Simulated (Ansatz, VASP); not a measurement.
**Ir3Ru2 in VASP and in Ansatz**

Contents of INCAR:

```
SYSTEM = Ir3Ru2
PREC = Accurate
ENCUT = 520
EDIFF = 1E-6
ISMEAR = 0
SIGMA = 0.1
LREAL = .False.
LASPH = .True.
NELM = 150
ALGO = Fast
ISIF = 2
LWAVE = .False.
LCHARG = .True.
ISPIN = 2
MAGMOM = 1 1 1 1 1 1 1 1 1 1
LORBIT = 11
LMAXMIX = 4
GGA = PE
LELF = .True.
LVHAR = .True.
NBANDS = 70
```

The input KPOINTS:

```
Automatic mesh
0
Gamma
  6 6 1
  0 0 0
```

File POSCAR:

```
Ir3Ru2
1.0
    2.7604793030      0.0000000000      0.0000000000
   -1.3802396515      2.3906452030      0.0000000000
    0.0000000000      0.0000000000     21.6284801070
Ru Ir
4 6
Direct
    0.3333333333      0.6666666667      0.1512497693
    0.3333333333      0.6666666667      0.7527405390
    0.6666666667      0.3333333333      0.2472594610
    0.6666666667      0.3333333333      0.8487502307
    0.3333333333      0.6666666667      0.9482726285
    0.3333333333      0.6666666667      0.3464044877
    0.3333333333      0.6666666667      0.5509916627
    0.6666666667      0.3333333333      0.0517273715
    0.6666666667      0.3333333333      0.4490083373
    0.6666666667      0.3333333333      0.6535955123
```

Input for Ansatz:

```yaml
crystal:
  lattice:
    - [2.760479303, 0.0, 0.0]
    - [-1.3802396515, 2.390645203, 0.0]
    - [0.0, 0.0, 21.628480107]
  atoms:
    - { symbol: Ru, position: [0.3333333333, 0.6666666667, 0.1512497693], spin: 1.0 }
    - { symbol: Ru, position: [0.3333333333, 0.6666666667, 0.752740539], spin: 1.0 }
    - { symbol: Ru, position: [0.6666666667, 0.3333333333, 0.247259461], spin: 1.0 }
    - { symbol: Ru, position: [0.6666666667, 0.3333333333, 0.8487502307], spin: 1.0 }
    - { symbol: Ir, position: [0.3333333333, 0.6666666667, 0.9482726285], spin: 1.0 }
    - { symbol: Ir, position: [0.3333333333, 0.6666666667, 0.3464044877], spin: 1.0 }
    - { symbol: Ir, position: [0.3333333333, 0.6666666667, 0.5509916627], spin: 1.0 }
    - { symbol: Ir, position: [0.6666666667, 0.3333333333, 0.0517273715], spin: 1.0 }
    - { symbol: Ir, position: [0.6666666667, 0.3333333333, 0.4490083373], spin: 1.0 }
    - { symbol: Ir, position: [0.6666666667, 0.3333333333, 0.6535955123], spin: 1.0 }
basis:
  ecutwfc: 420
kpoints:
  mp_grid: { grid: [6, 6, 1] }
hamiltonian:
  xc: pbe
scf:
  occupations: { method: gaussian, width: 0.1 }
  lower_state_search: "off"
output:
  forces: true
  stress: true
  eigenvalues: true
  populations: true
magnetization:
  spin_polarized: true
```

Alike in both runs: task single point; functional PBE; k mesh 6 × 6 × 1; occupations gaussian, width 0.1 eV; collinear spin.

|  | VASP | Ansatz |
| --- | --- | --- |
| version | VASP 6.6.1 | Ansatz 0.2.0 |
| potentials or method | VASP PAW PBE potentials, release 64 (Ru_pv, Ir), cutoff 520 eV | scalar-relativistic, plane waves, PAW |
| valence electrons in the cell | 110 | 166 |

```tsv
	VASP	Ansatz	Ansatz less VASP
gap on the k mesh at the Fermi level (eV)	none	none	-
pressure (GPa)	0.3	0.0	-0.30
rms of the force components (eV/Å)	0.013	0.011	-0.0022
net moment per atom (μB)	0.00	0.00	0.000
```

Atom by atom the forces differ by 0.010 eV/Å (rms over components). A gap of «none» marks a metal or a gap that the smearing closes. VASP's potentials hold 110 valence electrons a cell and Ansatz's 166, so a difference there can come from the potentials and not from the codes. Ansatz's warnings: seeded moment not kept.

The k mesh is coarse, so the values compare programs but aren't converged. Spin-orbit coupling is off throughout.
